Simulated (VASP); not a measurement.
Write the native input for VASP 6.6.1 that does the following.

* Task: single point
* Functional: LDA
* Potentials or basis: VASP PAW LDA potentials, release 64 (Sn_d, O)
* Cutoff: 600 eV
* k mesh: 7 × 7 × 6
* Occupations: fermi-dirac, width 0.05 eV
* Spin: no spin polarisation
* Dipole correction: no
* Further INCAR settings: ALGO = Normal; EDIFF = 1e-06; NBANDS = 28

The structure of SnO lies in POSCAR:

```
SnO
1.0
    3.7880991788      0.0000000000      0.0000000000
    0.0000000000      3.7880991788      0.0000000000
    0.0000000000      0.0000000000      4.8541142359
Sn O
2 2
Direct
    0.5000000000      0.0000000000      0.7646261400
    0.0000000000      0.5000000000      0.2353738600
    0.0000000000      0.0000000000      0.0000000000
    0.5000000000      0.5000000000      0.0000000000
```

These files were run (other wordings do the same):

INCAR

```
SYSTEM = SnO
ALGO = Normal
EDIFF = 1E-6
ENCUT = 600
GGA_COMPAT = .False.
ISIF = 2
ISMEAR = -1
LASPH = .True.
LCHARG = .False.
LREAL = .False.
LWAVE = .False.
NBANDS = 28
NELM = 120
PREC = Accurate
SIGMA = 0.05
```

KPOINTS

```
k-points
0
Gamma
  7 7 6
  0 0 0
```

Potentials or basis: VASP PAW LDA potentials, release 64 (Sn_d, O).

Run with:

```bash
$ cat potpaw_LDA.64/Sn_d/POTCAR potpaw_LDA.64/O/POTCAR > POTCAR
$ mpirun -np 1 vasp_std > vasp.out
```

Results of the run:

```json
{"Pressure": "-1.2 GPa", "Largest force": "0.152 eV/Å", "Band gap on the k mesh": "0.38 eV (least direct gap 1.96 eV)"}
```

Caveat: spin-orbit coupling is left out, which moves the levels of the heavy elements; an odd mesh through Γ misses points on the zone boundary, where band edges can lie.

Run time: 82 s on 1 thread of Intel(R) Xeon(R) Platinum 8488C (Sapphire Rapids), with other jobs on the host, peak memory 0.2 GiB.
